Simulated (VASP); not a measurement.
# B (P6_422) in VASP: further runs

Runs on B. Level: PBE. Tasks: single point, relaxation of cell and atoms.

Everything below comes from runs of VASP 6.6.1. Logs are shortened: lines on timing, memory, paths and dates and some standing lists are left out, and cuts for length are marked.

**1. The cell of the first run**

Symmetry: P6_422, No. 181, hexagonal system. Conventional cell: a = 2.522 Å, b = 2.522 Å, c = 3.849 Å, α = 90.00°, β = 90.00°, γ = 120.00°. B (site symmetry 222) has 4 B at 1.80 Å within 2.4 Å.

**2. Single point, PBE**

The input, INCAR:

```
PREC = Accurate ; ENCUT = 520
EDIFF = 1E-6 ; ISMEAR = 0
SIGMA = 0.1 ; LREAL = F
LASPH = T ; NELM = 100
ALGO = Normal ; ISIF = 2
LWAVE = F ; LCHARG = F
GGA = PE ; NBANDS = 12
```

The input, KPOINTS:

```
Automatic mesh
0
Gamma
  24 24 12
```

The input, POSCAR:

```
B
1.0
    2.5216756519      0.0000000000      0.0000000000
   -1.2608378259      2.1838351747      0.0000000000
    0.0000000000      0.0000000000      3.8485454706
B
3
Direct
    0.0000000000      0.5000000000      0.3333333333
    0.5000000000      0.5000000000      0.6666666667
    0.5000000000      0.0000000000      0.0000000000
```

Potentials or basis: VASP PAW PBE potentials, release 64 (B).

Command:

```
> cat potpaw_PBE.64/B/POTCAR > POTCAR
> mpirun -np 1 vasp_std > vasp.out
```

OUTCAR:

```text
PREC = Accurate
   ENCUT = 520
   EDIFF = 1E-6
   ISMEAR = 0
   LREAL = F
   LASPH = T
   NELM = 100
   ISIF = 2
   GGA = PE

 ion  position               nearest neighbor table
   1  0.000  0.500  0.333-   3 1.80   3 1.80   2 1.80   2 1.80
   2  0.500  0.500  0.667-   3 1.80   3 1.80   1 1.80   1 1.80
   3  0.500  0.000  0.000-   2 1.80   2 1.80   1 1.80   1 1.80

  LATTYP: Found a hexagonal cell.
 ALAT       =     2.5216756519
 C/A-ratio  =     1.5261857597

  Lattice vectors:

 A1 = (   2.5216756519,   0.0000000000,   0.0000000000)
 A2 = (  -1.2608378259,   2.1838351747,   0.0000000000)
 A3 = (   0.0000000000,   0.0000000000,   3.8485454706)

Analysis of symmetry for initial positions (statically):
=====================================================================
 Subroutine PRICEL returns:
 Original cell was already a primitive cell.

 Routine SETGRP: Setting up the symmetry group for a
 hexagonal supercell.

 Subroutine GETGRP returns: Found 12 space group operations
 (whereof  4 operations were pure point group operations)
 out of a pool of 24 trial point group operations.

The static configuration has the point symmetry D_2 .
 The point group associated with its full space group is D_6 .

Analysis of symmetry for dynamics (positions and initial velocities):
=====================================================================
 Subroutine PRICEL returns:
 Original cell was already a primitive cell.

 Routine SETGRP: Setting up the symmetry group for a
 hexagonal supercell.

 Subroutine GETGRP returns: Found 12 space group operations
 (whereof  4 operations were pure point group operations)
 out of a pool of 24 trial point group operations.

The dynamic configuration has the point symmetry D_2 .
 The point group associated with its full space group is D_6 .

 Subroutine INISYM returns: Found 12 space group operations
 (whereof  4 operations are pure point group operations),
 and found     1 'primitive' translations

----------------------------------------------------------------------------------------

                                     Primitive cell

  volume of cell :      21.1936

  direct lattice vectors                    reciprocal lattice vectors
     2.521675652  0.000000000  0.000000000     0.396561707  0.228955008  0.000000000
    -1.260837826  2.183835175  0.000000000     0.000000000  0.457910016  0.000000000
     0.000000000  0.000000000  3.848545471     0.000000000  0.000000000  0.259838427

  length of vectors
[... 91 lines left out ...]
   ISYM   =      2    0-nonsym 1-usesym 2-fastsym
   POTIM  = 0.5000    time-step for ionic-motion
   TEBEG  =    0.0;   TEEND  =   0.0 temperature during run
   PSTRESS=    0.0 pullay stress
   NELECT =       9.0000    total number of electrons
   NUPDOWN=      -1.0000    fix difference up-down
   EMIN   =  10.00;   EMAX   =-10.00  energy-range for DOS
   EFERMI =   0.00;   METHOD = LEGACY
   ISMEAR =     0;   SIGMA  =   0.10  broadening in eV -4-tet -1-fermi 0-gaus
   EFERMI_NEDOS =   21; number of points for ismear=-14 and -15
   IALGO  =     38    algorithm
   IMIX   =      4    mixing-type and parameters
     AMIX     =   0.40;   BMIX     =  1.00
     AMIX_MAG =   1.60;   BMIX_MAG =  1.00
  volume/ion in A,a.u.               =       7.06        47.67
  Fermi-wavevector in a.u.,A,eV,Ry     =   1.230516  2.325337 20.601513  1.514168
  Thomas-Fermi vector in A             =   2.365361
   LORBIT       =      0    0 simple, 1 ext, 2 COOP (PROOUT), +10 PAW based schemes
   GGA     = PE    functional components
   LHFCALC =     F    Hartree Fock is set to
   AEXX    =    0.0000 exact exchange contribution
   IVDW    =     0    specifies the selected vdW correction
   LEPSILON=     F    determine dielectric tensor
   LRPA    =     F    only Hartree local field effects (RPA)
 non-spin polarized calculation
 Gauss-broadening in eV      SIGMA  =   0.10
  energy-cutoff  :      520.00
  volume of cell :       21.19
 maximum number of plane-waves:       588
 NGX is ok and might be reduce to    20
   NGX =  9   NGY =  9   NGZ = 15

 number of electron       9.0000000 magnetization

 Free energy of the ion-electron system (eV)
  ---------------------------------------------------
  ext. energy  EPLUGINS =         0.00000000
  ---------------------------------------------------
  free energy    TOTEN  =       -16.96605395 eV

  energy without entropy =      -16.96235776  energy(sigma->0) =      -16.96420586

 E-fermi :   7.0859     XC(G=0): -12.0981

 val. band max:        7.0805109024   @ k =   0.4167   0.0417   0.0000
 cond. band min:       7.1013432568   @ k =   0.3333   0.0833   0.2500
 fundamental gap:      0.0208323544
 Fermi energy:         7.0859357373

 k-point     1 :       0.0000    0.0000    0.0000
  band No.  band energies     occupation
      1      -8.7486      2.00000
      2      -0.8990      2.00000
      3      -0.8990      2.00000
      4       9.8335      0.00000
      5      12.5824      0.00000
      6      12.5824      0.00000
      7      18.7906      0.00000
      8      18.7906      0.00000
      9      19.7075      0.00000
     10      21.7317      0.00000
     11      22.1876      0.00000
     12      22.1876      0.00000
[... 331 lines left out ...]
 k-point    24 :       0.4583    0.0417    0.0000
  band No.  band energies     occupation
      1      -2.9051      2.00000
      2      -1.8024      2.00000
      3       2.9563      2.00000
      4       3.8459      2.00000
      5       6.6022      2.00000
      6       7.6676      0.00000
      7       9.4670      0.00000
      8      11.7606      0.00000
      9      15.4554      0.00000
     10      19.3475      0.00000
     11      22.8252      0.00000
     12      24.1900      0.00000

 [... further k-points ...]
[... 5 lines left out ...]
  --------------------------------------------------------------------------------------
  -------------------------------------------------------------------------------------
  Total        0.0033376      0.0033376      0.0084415      0.0000000     -0.0000000      0.0000000
  in kB        0.2523111      0.2523111      0.6381558      0.0000000     -0.0000000      0.0000000
  external PRESSURE =       0.3809260 kB  Pullay stress =       0.0000000 kB

 VOLUME and BASIS-vectors are now :
 -----------------------------------------------------------------------------
  energy-cutoff  :      520.00
  volume of cell :       21.19
      direct lattice vectors                 reciprocal lattice vectors
     2.521675652  0.000000000  0.000000000     0.396561707  0.228955008  0.000000000
    -1.260837826  2.183835175  0.000000000     0.000000000  0.457910016  0.000000000
     0.000000000  0.000000000  3.848545471     0.000000000  0.000000000  0.259838427

 POSITION                                       TOTAL-FORCE (eV/Angst)
 -----------------------------------------------------------------------------------
     -0.63042      1.09192      1.28285         0.000000      0.000000      0.000000
      0.63042      1.09192      2.56570        -0.000000     -0.000000     -0.000000
      1.26084      0.00000      0.00000         0.000000     -0.000000      0.000000
 -----------------------------------------------------------------------------------
    total drift:                                0.000000     -0.000000      0.000000

  FREE ENERGIE OF THE ION-ELECTRON SYSTEM (eV)
  ---------------------------------------------------
  free  energy   TOTEN  =       -16.9660539521 eV

  energy  without entropy=      -16.9623577594  energy(sigma->0) =      -16.96420586
```

It took 27 s on 1 thread of Intel Xeon 6975P-C (Granite Rapids), shared host; peak memory 0.19 GiB.

What came out:

```yaml
Free_energy: -16.9661 eV
Pressure: 0.0 GPa
```

**3. Relaxation of cell and atoms, PBE**

The input, INCAR:

```
PREC = Accurate
ENCUT = 600
EDIFF = 1E-6
ISMEAR = 0
SIGMA = 0.1
LREAL = F
LASPH = T
NELM = 100
ALGO = Normal
ISIF = 3
LWAVE = F
LCHARG = F
GGA = PE
IBRION = 2
NSW = 100
EDIFFG = -0.01
```

The input, KPOINTS:

```
regular mesh
0
Gamma
  24 24 12
```

The input, POSCAR:

```
B
1.0
    2.5252310449      0.0000000000      0.0000000000
   -1.2626155224      2.1869142353      0.0000000000
    0.0000000000      0.0000000000      3.8315688569
B
3
Direct
    0.0000000000      0.5000000000      0.3333333333
    0.5000000000      0.5000000000      0.6666666667
    0.5000000000      0.0000000000      0.0000000000
```

Potentials or basis: VASP PAW PBE potentials, release 64 (B).

Command:

```
> cat potpaw_PBE.64/B/POTCAR > POTCAR
> mpirun -np 1 vasp_std > vasp.out
```

OUTCAR:

```text
PREC = Accurate
   ENCUT = 600
   EDIFF = 1E-6
   ISMEAR = 0
   LREAL = F
   LASPH = T
   NELM = 100
   ISIF = 3
   GGA = PE
   IBRION = 2
   NSW = 100
   EDIFFG = -0.01

 ion  position               nearest neighbor table
   1  0.000  0.500  0.333-   3 1.80   3 1.80   2 1.80   2 1.80
   2  0.500  0.500  0.667-   3 1.80   3 1.80   1 1.80   1 1.80
   3  0.500  0.000  0.000-   2 1.80   2 1.80   1 1.80   1 1.80

  LATTYP: Found a hexagonal cell.
 ALAT       =     2.5252310449
 C/A-ratio  =     1.5173141739

  Lattice vectors:

 A1 = (   2.5252310449,   0.0000000000,   0.0000000000)
 A2 = (  -1.2626155224,   2.1869142353,   0.0000000000)
 A3 = (   0.0000000000,   0.0000000000,   3.8315688569)

Analysis of symmetry for initial positions (statically):
=====================================================================
 Subroutine PRICEL returns:
 Original cell was already a primitive cell.

 Routine SETGRP: Setting up the symmetry group for a
 hexagonal supercell.

 Subroutine GETGRP returns: Found 12 space group operations
 (whereof  4 operations were pure point group operations)
 out of a pool of 24 trial point group operations.

The static configuration has the point symmetry D_2 .
 The point group associated with its full space group is D_6 .

Analysis of symmetry for dynamics (positions and initial velocities):
=====================================================================
 Subroutine PRICEL returns:
 Original cell was already a primitive cell.

 Routine SETGRP: Setting up the symmetry group for a
 hexagonal supercell.

 Subroutine GETGRP returns: Found 12 space group operations
 (whereof  4 operations were pure point group operations)
 out of a pool of 24 trial point group operations.

The dynamic configuration has the point symmetry D_2 .
 The point group associated with its full space group is D_6 .

 Subroutine INISYM returns: Found 12 space group operations
 (whereof  4 operations are pure point group operations),
 and found     1 'primitive' translations

[... 124 lines left out ...]
   IVDW    =     0    specifies the selected vdW correction
   LEPSILON=     F    determine dielectric tensor
   LRPA    =     F    only Hartree local field effects (RPA)
 conjugate gradient relaxation of ions
 non-spin polarized calculation
 Gauss-broadening in eV      SIGMA  =   0.10
  energy-cutoff  :      600.00
  volume of cell :       21.16
 maximum number of plane-waves:       723
   NGX = 11   NGY = 11   NGZ = 15

--------------------------------------- Ionic step        1  -------------------------------------------

 number of electron       9.0000000 magnetization

 Free energy of the ion-electron system (eV)
  ---------------------------------------------------
  ext. energy  EPLUGINS =         0.00000000
  ---------------------------------------------------
  free energy    TOTEN  =       -16.96777604 eV

  energy without entropy =      -16.96409289  energy(sigma->0) =      -16.96593446

------------------------ aborting loop because EDIFF is reached ----------------------------------------

  FORCE on cell =-STRESS in cart. coord.  units (eV):
  Direction    XX          YY          ZZ          XY          YZ          ZX
  --------------------------------------------------------------------------------------
  -------------------------------------------------------------------------------------
  Total        0.0202968      0.0202968      0.2613467      0.0000000      0.0000000      0.0000000
  in kB        1.5368372      1.5368372     19.7887365      0.0000000      0.0000000      0.0000000
  external PRESSURE =       7.6208037 kB  Pullay stress =       0.0000000 kB
[... 98 lines left out ...]
--------------------------------------- Ionic step        4  -------------------------------------------

 number of electron       9.0000000 magnetization

 Free energy of the ion-electron system (eV)
  ---------------------------------------------------
  ext. energy  EPLUGINS =         0.00000000
  ---------------------------------------------------
  free energy    TOTEN  =       -16.96830790 eV

  energy without entropy =      -16.96462466  energy(sigma->0) =      -16.96646628

 E-fermi :   7.0686     XC(G=0): -12.0936

 val. band max:        7.0653315583   @ k =   0.4167   0.0417   0.0000
 cond. band min:       7.0811575748   @ k =   0.3333   0.0833   0.2500
 fundamental gap:      0.0158260166
 Fermi energy:         7.0685982262

 k-point     1 :       0.0000    0.0000    0.0000
  band No.  band energies     occupation
      1      -8.7494      2.00000
      2      -0.8926      2.00000
      3      -0.8926      2.00000
      4       9.7998      0.00000
      5      12.5509      0.00000
      6      12.5509      0.00000
      7      18.7670      0.00000
      8      18.7670      0.00000
[... 243 lines left out ...]
 k-point    24 :       0.4583    0.0417    0.0000
  band No.  band energies     occupation
      1      -2.9152      2.00000
      2      -1.8127      2.00000
      3       2.9522      2.00000
      4       3.8435      2.00000
      5       6.5899      2.00000
      6       7.6455      0.00000
      7       9.4635      0.00000
      8      11.7404      0.00000

 [... further k-points ...]
[... 5 lines left out ...]
  --------------------------------------------------------------------------------------
  -------------------------------------------------------------------------------------
  Total       -0.0285202     -0.0285202      0.0049570     -0.0000000     -0.0000000      0.0000000
  in kB       -2.1538602     -2.1538602      0.3743574     -0.0000000     -0.0000000      0.0000000
  external PRESSURE =      -1.3111210 kB  Pullay stress =       0.0000000 kB
[... 18 lines left out ...]
  FREE ENERGIE OF THE ION-ELECTRON SYSTEM (eV)
  ---------------------------------------------------
  free  energy   TOTEN  =       -16.9683079043 eV

  energy  without entropy=      -16.9646246552  energy(sigma->0) =      -16.96646628

 reached required accuracy - stopping structural energy minimisation
```

OSZICAR:

```text
N       E                     dE             d eps       ncg     rms          rms(c)
DAV:   1     0.777872964925E+01    0.77787E+01   -0.46717E+03  6848   0.107E+03
DAV:   2    -0.169534106503E+02   -0.24732E+02   -0.23983E+02 10128   0.136E+02
[... 18 lines left out ...]
   3 F= -.16968217E+02 E0= -.16966380E+02  d E =-.441042E-03
       N       E                     dE             d eps       ncg     rms          rms(c)
DAV:   1    -0.169683173418E+02   -0.10021E-03   -0.16991E-03  8880   0.385E-01    0.186E-02
DAV:   2    -0.169683110977E+02    0.62441E-05   -0.16288E-05 10656   0.435E-02    0.104E-02
DAV:   3    -0.169683078794E+02    0.32183E-05   -0.64044E-06  8672   0.198E-02    0.852E-04
DAV:   4    -0.169683079043E+02   -0.24912E-07   -0.41514E-08  3992   0.246E-03
   4 F= -.16968308E+02 E0= -.16966466E+02  d E =-.908257E-04
```

CONTCAR:

```text
B
   1.00000000000000
     2.5235137929100406   -0.0000000000000393    0.0000000000000000
    -1.2617568964050883    2.1854270514520331    0.0000000000000000
     0.0000000000000000    0.0000000000000000    3.8468398400171062
  B
     3
Direct
     0.0000000000000000    0.5000000000000000    0.3333333332999970
     0.5000000000000000    0.5000000000000000    0.6666666667000030
     0.5000000000000000    0.0000000000000000    0.0000000000000000

  0.00000000E+00  0.00000000E+00  0.00000000E+00
  0.00000000E+00  0.00000000E+00  0.00000000E+00
  0.00000000E+00  0.00000000E+00  0.00000000E+00
```

Wall time 46 s (1 thread of Intel Xeon 6975P-C (Granite Rapids), shared host); peak memory 0.19 GiB.

Results:

* Free energy: -16.9683 eV
* Relaxed volume: 7.07 Å³/atom
* Relaxed cell: a = 2.524 Å, b = 2.524 Å, c = 3.847 Å, α = 90.00°, β = 90.00°, γ = 120.00°
* Space group after relaxing (to 0.05 Å): P6_422 (No. 181)
* Energy gained by relaxing: 0.2 meV/atom
* Ionic steps: 4
* Pressure after relaxing: -0.1 GPa

Step by step:
| step | energy change (eV) | largest force (eV/Å) | pressure (GPa) | volume (Å³) |
| --- | --- | --- | --- | --- |
| 1 | 0.0000 | 0.0000 | 0.76 | 21.16 |
| 2 | -0.0004 | 0.0000 | -0.55 | 21.26 |
| 3 | -0.0004 | 0.0000 | -0.29 | 21.24 |
| 4 | -0.0005 | 0.0000 | -0.13 | 21.22 |

Final structure:
```xyz
3
Lattice="2.5235 0.0000 0.0000 -1.2618 2.1854 0.0000 0.0000 0.0000 3.8468" Properties=species:S:1:pos:R:3 pbc="T T T"
B    -0.6309    1.0927    1.2823
B     0.6309    1.0927    2.5646
B     1.2618    0.0000    0.0000
```

Levels at points of the mesh, in eV from the Fermi level:
```csv
k point,band 2,band 3,band 4,band 5,band 6,band 7
"(0.00, 0.00, 0.00)",-7.96,-7.96,2.73,5.48,5.48,11.70
"(0.50, 0.00, 0.00)",-9.29,-4.11,-3.18,-0.53,0.88,2.45
"(0.00, 0.00, 0.50)",-13.81,-1.72,4.51,4.51,5.20,8.05
"(0.50, 0.00, 0.50)",-7.81,-7.29,-6.68,1.45,1.58,6.57
```
